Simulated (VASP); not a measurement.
# Sc (P6_3/mmc) in VASP: notebook

Runs on Sc. Level: PBEsol. Tasks: single point.

Everything below comes from runs of VASP 6.6.1. Logs are shortened: lines on timing, memory, paths and dates and some standing lists are left out, and cuts for length are marked.

### 1 The cell of the first run

The structure is hexagonal, space group P6_3/mmc (No. 194). The conventional cell has a = 3.255 Å, b = 3.255 Å, c = 5.442 Å, α = 90.00°, β = 90.00°, γ = 120.00°. Sc (site symmetry -6m2) has 12 Sc at 3.26 to 3.31 Å within 4.3 Å.

### 2 Single point, PBEsol

Input file INCAR:

```
SYSTEM = Sc
ALGO = Fast
EDIFF = 1E-6
ENCUT = 520
GGA = PS
ISIF = 2
ISMEAR = 0
LASPH = .True.
LCHARG = .True.
LELF = .True.
LREAL = .False.
LVHAR = .True.
LWAVE = .False.
NBANDS = 18
NELM = 100
PREC = Accurate
SIGMA = 0.15
```

Input file KPOINTS:

```
k-points
0
Gamma
  18 18 10
  0 0 0
```

Input file POSCAR:

```
Sc
1.0
    3.2554208553      0.0000000000      0.0000000000
   -1.6277104276      2.8192771608      0.0000000000
    0.0000000000      0.0000000000      5.4421682672
Sc
2
Direct
    0.3333333333      0.6666666667      0.2500000000
    0.6666666667      0.3333333333      0.7500000000
```

Potentials or basis: VASP PAW PBE potentials, release 64 (Sc_sv).

Launch:

```bash
$ cat potpaw_PBE.64/Sc_sv/POTCAR > POTCAR
$ mpirun -np 1 vasp_std > vasp.out
```

OUTCAR:

```text
SYSTEM = Sc
   EDIFF = 1E-6
   ENCUT = 520
   GGA = PS
   ISIF = 2
   ISMEAR = 0
   LASPH = .True.
   LREAL = .False.
   NELM = 100
   PREC = Accurate

 ion  position               nearest neighbor table
   1  0.333  0.667  0.250-   2 3.31   2 3.31   2 3.31   2 3.31   2 3.31   2 3.31
   2  0.667  0.333  0.750-   1 3.31   1 3.31   1 3.31   1 3.31   1 3.31   1 3.31

  LATTYP: Found a hexagonal cell.
 ALAT       =     3.2554208553
 C/A-ratio  =     1.6717249502

  Lattice vectors:

 A1 = (   3.2554208553,   0.0000000000,   0.0000000000)
 A2 = (  -1.6277104276,   2.8192771608,   0.0000000000)
 A3 = (   0.0000000000,   0.0000000000,   5.4421682672)

Analysis of symmetry for initial positions (statically):
=====================================================================
 Subroutine PRICEL returns:
 Original cell was already a primitive cell.

 Routine SETGRP: Setting up the symmetry group for a
 hexagonal supercell.

 Subroutine GETGRP returns: Found 24 space group operations
 (whereof 12 operations were pure point group operations)
 out of a pool of 24 trial point group operations.

The static configuration has the point symmetry D_3d.
 The point group associated with its full space group is D_6h.

Analysis of symmetry for dynamics (positions and initial velocities):
=====================================================================
 Subroutine PRICEL returns:
 Original cell was already a primitive cell.

 Routine SETGRP: Setting up the symmetry group for a
 hexagonal supercell.

 Subroutine GETGRP returns: Found 24 space group operations
 (whereof 12 operations were pure point group operations)
 out of a pool of 24 trial point group operations.

The dynamic configuration has the point symmetry D_3d.
 The point group associated with its full space group is D_6h.

 Subroutine INISYM returns: Found 24 space group operations
 (whereof 12 operations are pure point group operations),
 and found     1 'primitive' translations

----------------------------------------------------------------------------------------

                                     Primitive cell

  volume of cell :      49.9479

  direct lattice vectors                    reciprocal lattice vectors
     3.255420855  0.000000000  0.000000000     0.307179945  0.177350424  0.000000000
    -1.627710428  2.819277161  0.000000000     0.000000000  0.354700848  0.000000000
     0.000000000  0.000000000  5.442168267     0.000000000  0.000000000  0.183750290

  length of vectors
     3.255420855  3.255420855  5.442168267     0.354700848  0.354700848  0.183750290

  position of ions in fractional coordinates (direct lattice)
     0.333333333  0.666666667  0.250000000
     0.666666667  0.333333333  0.750000000

  ion indices of the primitive-cell ions
   primitive index   ion index
                 1           1
                 2           2

----------------------------------------------------------------------------------------

 KPOINTS: k-points

Automatic generation of k-mesh.
 Grid dimensions read from file:
 generate k-points for:   18   18   10

 Generating k-lattice:

  Cartesian coordinates                     Fractional coordinates (reciprocal lattice)
     0.017065553  0.009852801  0.000000000     0.055555556  0.000000000  0.000000000
     0.000000000  0.019705603  0.000000000     0.000000000  0.055555556  0.000000000
     0.000000000  0.000000000  0.018375029     0.000000000  0.000000000  0.100000000

  Length of vectors
     0.019705603  0.019705603  0.018375029

  Shift w.r.t. Gamma in fractional coordinates (k-lattice)
     0.000000000  0.000000000  0.000000000

 Subroutine IBZKPT returns following result:
 ===========================================

 Found    222 irreducible k-points:

 Following reciprocal coordinates:
            Coordinates               Weight
  0.000000  0.000000  0.000000      1.000000
  0.055556 -0.000000  0.000000      6.000000
  0.111111 -0.000000  0.000000      6.000000
  0.166667 -0.000000  0.000000      6.000000
  0.222222 -0.000000  0.000000      6.000000
  0.277778 -0.000000  0.000000      6.000000
[... 16 lines left out ...]
  0.333333  0.111111  0.000000     12.000000
  0.388889  0.111111  0.000000     12.000000
 [... further k-points ...]
   k-points           NKPTS =    222   k-points in BZ     NKDIM =    222   number of bands    NBANDS=     18
   number of dos      NEDOS =    301   number of ions     NIONS =      2
   total plane-waves  NPLWV =  23040
   dimension x,y,z NGX =    24 NGY =   24 NGZ =   40
   dimension x,y,z NGXF=    48 NGYF=   48 NGZF=   80
   ions per type =               2
   NGX,Y,Z   is equivalent  to a cutoff of  12.26, 12.26, 12.22 a.u.
   NGXF,Y,Z  is equivalent  to a cutoff of  24.51, 24.51, 24.44 a.u.
 SYSTEM =  Sc
   PREC   = accura    normal or accurate (medium, high low for compatibility)
   ISTART =      0    job   : 0-new  1-cont  2-samecut
   ICHARG =      2    charge: 1-file 2-atom 10-const
   ISPIN  =      1    spin polarized calculation?
   LNONCOLLINEAR =      F non collinear calculations
   LSORBIT =      F    spin-orbit coupling
   LASPH  =      T    aspherical Exc in radial PAW
   ENCUT  =  520.0 eV  38.22 Ry    6.18 a.u.   6.05  6.05 10.12*2*pi/ulx,y,z
   NELM   =    100;   NELMIN=  2; NELMDL= -5     # of ELM steps
   EDIFF  = 0.1E-05   stopping-criterion for ELM
   LREAL  =      F    real-space projection
   EDIFFG = 0.1E-04   stopping-criterion for IOM
   NSW    =      0    number of steps for IOM
   IBRION =     -1    ionic relax: 0-MD 1-quasi-New 2-CG
   NFREE  =      0    steps in history (QN), initial steepest desc. (CG)
   ISIF   =      2    stress and relaxation
   ISYM   =      2    0-nonsym 1-usesym 2-fastsym
   POTIM  = 0.5000    time-step for ionic-motion
   TEBEG  =    0.0;   TEEND  =   0.0 temperature during run
   PSTRESS=    0.0 pullay stress
   NELECT =      22.0000    total number of electrons
   NUPDOWN=      -1.0000    fix difference up-down
   EMIN   =  10.00;   EMAX   =-10.00  energy-range for DOS
   EFERMI =   0.00;   METHOD = LEGACY
   ISMEAR =     0;   SIGMA  =   0.15  broadening in eV -4-tet -1-fermi 0-gaus
   EFERMI_NEDOS =   21; number of points for ismear=-14 and -15
   IALGO  =     68    algorithm
   IMIX   =      4    mixing-type and parameters
     AMIX     =   0.40;   BMIX     =  1.00
     AMIX_MAG =   1.60;   BMIX_MAG =  1.00
  volume/ion in A,a.u.               =      24.97       168.53
  Fermi-wavevector in a.u.,A,eV,Ry     =   1.245595  2.353833 21.109524  1.551506
  Thomas-Fermi vector in A             =   2.379810
   LORBIT       =      0    0 simple, 1 ext, 2 COOP (PROOUT), +10 PAW based schemes
   GGA     = PS    functional components
   LHFCALC =     F    Hartree Fock is set to
   AEXX    =    0.0000 exact exchange contribution
   IVDW    =     0    specifies the selected vdW correction
   LEPSILON=     F    determine dielectric tensor
   LRPA    =     F    only Hartree local field effects (RPA)
 non-spin polarized calculation
 RMM-DIIS sequential band-by-band and
 Gauss-broadening in eV      SIGMA  =   0.15
  energy-cutoff  :      520.00
  volume of cell :       49.95
 maximum number of plane-waves:      1370
   NGX = 13   NGY = 13   NGZ = 21

 number of electron      22.0000001 magnetization

 Free energy of the ion-electron system (eV)
  ---------------------------------------------------
  ext. energy  EPLUGINS =         0.00000000
  ---------------------------------------------------
  free energy    TOTEN  =       -13.17436090 eV

  energy without entropy =      -13.12156841  energy(sigma->0) =      -13.14796465

 E-fermi :   3.5096     XC(G=0):  -9.9375

 val. band max:        3.5058004566   @ k =   0.1111   0.0556   0.2000
 cond. band min:       3.5137333874   @ k =   0.3889   0.1667   0.4000
 fundamental gap:      0.0079329308
 Fermi energy:         3.5096234366

 k-point     1 :       0.0000    0.0000    0.0000
  band No.  band energies     occupation
      1     -45.7449      2.00000
      2     -45.6933      2.00000
      3     -24.6185      2.00000
      4     -24.2920      2.00000
      5     -24.2920      2.00000
      6     -24.2585      2.00000
[... 10 lines left out ...]
     17       6.0462      0.00000
     18       6.0490      0.00000

 k-point     2 :       0.0556   -0.0000    0.0000
  band No.  band energies     occupation
      1     -45.7433      2.00000
      2     -45.6924      2.00000
      3     -24.6147      2.00000
      4     -24.3016      2.00000
      5     -24.2949      2.00000
      6     -24.2596      2.00000
[... 10 lines left out ...]
     17       5.9781      0.00000
     18       6.0041      0.00000

 k-point     3 :       0.1111   -0.0000    0.0000
  band No.  band energies     occupation
      1     -45.7387      2.00000
      2     -45.6898      2.00000
      3     -24.6035      2.00000
      4     -24.3290      2.00000
      5     -24.3031      2.00000
      6     -24.2858      2.00000
[... 10 lines left out ...]
     17       5.8110      0.00000
     18       5.8926      0.00000

 k-point     4 :       0.1667   -0.0000    0.0000
  band No.  band energies     occupation
      1     -45.7315      2.00000
      2     -45.6860      2.00000
      3     -24.5857      2.00000
      4     -24.3711      2.00000
      5     -24.3281      2.00000
      6     -24.3154      2.00000
[... 375 lines left out ...]
      4     -24.4993      2.00000
      5     -24.4866      2.00000
      6     -24.3721      2.00000
[... 10 lines left out ...]
     17       6.8247      0.00000
     18       7.1673      0.00000

 k-point    23 :       0.3333    0.1111    0.0000
  band No.  band energies     occupation
      1     -45.6918      2.00000
      2     -45.6700      2.00000
      3     -24.5643      2.00000
      4     -24.5168      2.00000
      5     -24.4728      2.00000
      6     -24.3885      2.00000
[... 10 lines left out ...]
     17       7.1459      0.00000
     18       7.2593      0.00000

 k-point    24 :       0.3889    0.1111    0.0000
  band No.  band energies     occupation
      1     -45.6859      2.00000
      2     -45.6691      2.00000
      3     -24.5895      2.00000
      4     -24.5364      2.00000
      5     -24.4516      2.00000
      6     -24.3990      2.00000
[... 10 lines left out ...]
     17       7.2438      0.00000
     18       7.2873      0.00000

 [... further k-points ...]

------------------------ aborting loop because EDIFF is reached ----------------------------------------

  FORCE on cell =-STRESS in cart. coord.  units (eV):
  Direction    XX          YY          ZZ          XY          YZ          ZX
  --------------------------------------------------------------------------------------
  -------------------------------------------------------------------------------------
  Total       -0.3082121     -0.3082121     -1.7778206     -0.0000000      0.0000000     -0.0000000
  in kB       -9.8865189     -9.8865189    -57.0271454     -0.0000000      0.0000000     -0.0000000
  external PRESSURE =     -25.6000611 kB  Pullay stress =       0.0000000 kB

 VOLUME and BASIS-vectors are now :
 -----------------------------------------------------------------------------
  energy-cutoff  :      520.00
  volume of cell :       49.95
      direct lattice vectors                 reciprocal lattice vectors
     3.255420855  0.000000000  0.000000000     0.307179945  0.177350424  0.000000000
    -1.627710428  2.819277161  0.000000000     0.000000000  0.354700848  0.000000000
     0.000000000  0.000000000  5.442168267     0.000000000  0.000000000  0.183750290

 POSITION                                       TOTAL-FORCE (eV/Angst)
 -----------------------------------------------------------------------------------
     -0.00000      1.87952      1.36054        -0.000000     -0.000000      0.000000
      1.62771      0.93976      4.08163         0.000000      0.000000      0.000000
 -----------------------------------------------------------------------------------
    total drift:                               -0.000000      0.000000     -0.000000

  FREE ENERGIE OF THE ION-ELECTRON SYSTEM (eV)
  ---------------------------------------------------
  free  energy   TOTEN  =       -13.1743608959 eV

  energy  without entropy=      -13.1215684130  energy(sigma->0) =      -13.14796465
```

Run time: 2.8 min. Hardware: 1 thread of Intel Xeon Platinum 8259CL at 2.50GHz (Skylake/Cascade Lake), shared host; peak memory 0.28 GiB.

What came out:

```
Free energy            : -13.1744 eV
Pressure               : -2.6 GPa
Band gap on the k mesh : zero (bands 11 and 12 overlap by 1.10 eV)
```

Caveat: the PAW data sets were made with another functional, which shifts forces and pressure a little.

### 3 Single point, PBEsol

This run uses another cell than the first one, of the same volume but with other edges.

Input file INCAR:

```
SYSTEM = Sc
PREC = Accurate
ENCUT = 520
EDIFF = 1E-7
ISMEAR = 0
SIGMA = 0.15
LREAL = .False.
LASPH = .True.
NELM = 80
ALGO = Fast
ISIF = 2
LWAVE = .False.
LCHARG = .False.
GGA = PS
NBANDS = 18
```

Input file KPOINTS:

```
Automatic mesh
0
Gamma
  18 18 10
  0 0 0
```

Input file POSCAR:

```
Sc
1.0
    3.5642944861      0.0000000000      0.0000000000
   -1.7821472430      3.0867695715      0.0000000000
    0.0000000000      0.0000000000      4.5398247788
Sc
2
Direct
    0.3333333333      0.6666666667      0.2500000000
    0.6666666667      0.3333333333      0.7500000000
```

Potentials or basis: VASP PAW PBE potentials, release 64 (Sc_sv).

Launch:

```bash
$ cat potpaw_PBE.64/Sc_sv/POTCAR > POTCAR
$ mpirun -np 1 vasp_std > vasp.out
```

Run time: 4.3 min. Hardware: 1 thread of Intel Xeon Platinum 8259CL at 2.50GHz (Skylake/Cascade Lake), shared host; peak memory 0.29 GiB.

The run converged. Its results:

```
Free energy            : -12.9306 eV
Pressure               : -2.4 GPa
Band gap on the k mesh : zero (bands 11 and 12 overlap by 1.83 eV)
```

Stress tensor (GPa, compression positive):
```
-6.49  0.00  0.00
 0.00 -6.49  0.00
 0.00  0.00  5.78
```

Levels at points of the mesh, in eV from the Fermi level:
```tsv
k point	band 7	band 8	band 9	band 10	band 11	band 12	band 13	band 14
(0.00, 0.00, 0.00)	-27.74	-27.65	-5.01	-1.40	1.32	1.32	1.60	1.60
(0.50, 0.00, 0.00)	-27.82	-27.73	-1.87	-1.17	-0.78	-0.26	0.73	1.96
(0.00, 0.00, 0.50)	-27.82	-27.82	-3.04	-3.04	0.91	0.91	0.91	0.91
(0.50, 0.00, 0.50)	-27.72	-27.72	-1.34	-1.34	0.23	0.23	1.58	1.58
```

Caveat: the stress differs along the axes, from -6 to 6 GPa; the PAW data sets were made with another functional, which shifts forces and pressure a little.

### 4 Single point, PBEsol

This run uses another cell than the first one, of the same volume but with other edges.

Input file INCAR:

```
PREC = Accurate
ENCUT = 520
EDIFF = 1E-6
ISMEAR = 0
SIGMA = 0.15
LREAL = F
LASPH = T
NELM = 60
ALGO = Fast
ISIF = 2
LWAVE = F
LCHARG = F
GGA = PS
NBANDS = 18
```

Input file KPOINTS:

```
Automatic mesh
0
Gamma
  18 18 10
```

Input file POSCAR:

```
Sc
1.0
    3.0317202436      0.0000000000      0.0000000000
   -1.5158601218      2.6255467481      0.0000000000
    0.0000000000      0.0000000000      6.2749172239
Sc
2
Direct
    0.3333333333      0.6666666667      0.2500000000
    0.6666666667      0.3333333333      0.7500000000
```

Launch:

```bash
$ cat potpaw_PBE.64/Sc_sv/POTCAR > POTCAR
$ mpirun -np 1 vasp_std > vasp.out
```

Wall time 2.9 min (1 thread of Intel Xeon Platinum 8259CL at 2.50GHz (Skylake/Cascade Lake), shared host); peak memory 0.29 GiB.

Results (log left out):

```yaml
Free_energy: -12.6548 eV
Pressure: -1.1 GPa
Band_gap_on_the_k_mesh: zero (bands 11 and 12 overlap by 0.60 eV)
```

Stress tensor (GPa, compression positive):
```
  5.16   0.00   0.00
  0.00   5.16   0.00
  0.00   0.00 -13.59
```

Levels at points of the mesh, in eV from the Fermi level:
```
           k point  band 7  band 8  band 9  band 10  band 11  band 12  band 13  band 14  band 15  band 16
(0.00, 0.00, 0.00)  -27.61  -27.61   -5.09    -2.43    -0.93     0.35     1.73     1.73     1.85     1.85
(0.50, 0.00, 0.00)  -27.77  -27.74   -1.42    -1.18    -0.83     0.52     0.52     1.14     2.41     3.57
(0.00, 0.00, 0.50)  -27.62  -27.62   -4.07    -4.07    -0.10    -0.10     1.77     1.77     1.77     1.77
(0.50, 0.00, 0.50)  -27.76  -27.76   -1.47    -1.47    -0.29    -0.29     1.51     1.51     2.93     2.93
```

Caveat: the stress differs along the axes, from -14 to 5 GPa; the PAW data sets were made with another functional, which shifts forces and pressure a little.

### 5 Overview

```tsv
cell	further INCAR settings	gap on the mesh (eV)	pressure (GPa)
a = 3.255, b = 3.255, c = 5.442 Å, angles 90.0, 90.0, 120.0°, 2 atoms	ALGO = Fast; EDIFF = 1e-06; NBANDS = 18	none	-2.6
a = 3.564, b = 3.564, c = 4.540 Å, angles 90.0, 90.0, 120.0°, 2 atoms	ALGO = Fast; EDIFF = 1e-07; NBANDS = 18	none	-2.4
a = 3.032, b = 3.032, c = 6.275 Å, angles 90.0, 90.0, 120.0°, 2 atoms	ALGO = Fast; EDIFF = 1e-06; NBANDS = 18	none	-1.1
```

Alike in all rows: task single point; level PBEsol; potentials or basis VASP PAW PBE potentials, release 64 (Sc_sv); no spin polarisation; k mesh 18 × 18 × 10; cutoff (eV) 520; smearing gaussian 0.15 eV.

Caveats: the PAW data sets were made with another functional, which shifts forces and pressure a little; the stress differs along the axes, from -6 to 6 GPa (at least some runs); the stress differs along the axes, from -14 to 5 GPa (at least some runs).

Absolute energies hang on the potentials; compare differences alone.
